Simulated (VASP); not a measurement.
Input of a VASP 6.6.1 run:

POSCAR

```
TePb
1.0
    0.0000000000      3.0858183393      3.0858183393
    3.0858183393      0.0000000000      3.0858183393
    3.0858183393      3.0858183393      0.0000000000
Pb Te
1 1
Direct
    0.0000000000      0.0000000000      0.0000000000
    0.5000000000      0.5000000000      0.5000000000
```

The input INCAR.step1:

```
SYSTEM = TePb
ALGO = Normal
EDIFF = 1E-4
ENCUT = 520
GGA = PE
ISMEAR = 0
LASPH = .TRUE.
LCHARG = .FALSE.
LREAL = .FALSE.
LWAVE = .TRUE.
NBANDS = 17
NELM = 80
PREC = Accurate
SIGMA = 0.01
```

File INCAR.step2:

```
SYSTEM = TePb
ALGO = Normal
EDIFF = 1E-6
ENCUT = 520
ISIF = 2
ISMEAR = 0
ISTART = 1
LASPH = .TRUE.
LCHARG = .FALSE.
LMIXTAU = .TRUE.
LREAL = .FALSE.
LWAVE = .FALSE.
METAGGA = R2SCAN
NBANDS = 17
NELM = 80
PREC = Accurate
SIGMA = 0.01
```

Contents of KPOINTS:

```
k-points
0
G
  8 8 8
  0 0 0
```

Potentials or basis: VASP PAW PBE potentials, release 64 (Pb_d, Te).

Command:

```sh
$ cat potpaw_PBE.64/Pb_d/POTCAR potpaw_PBE.64/Te/POTCAR > POTCAR
$ cp INCAR.step1 INCAR
$ mpirun -np 1 vasp_std > vasp.out
$ cp INCAR.step2 INCAR
$ mpirun -np 1 vasp_std > vasp.out
```

Q: What does it give for the band gap on the k mesh?

A: 0.64 eV.

Q: Predict the pressure.

A: 10.6 GPa.

Caveat: the cell differs from its parent crystal (strain -5.6%); the cell stands under pressure; the structure was generated, so it needn't be the stable form of TePb; the PAW data sets were made with another functional, which shifts forces and pressure a little; spin-orbit coupling is left out, which moves the levels of the heavy elements. A k mesh can miss the band edges.
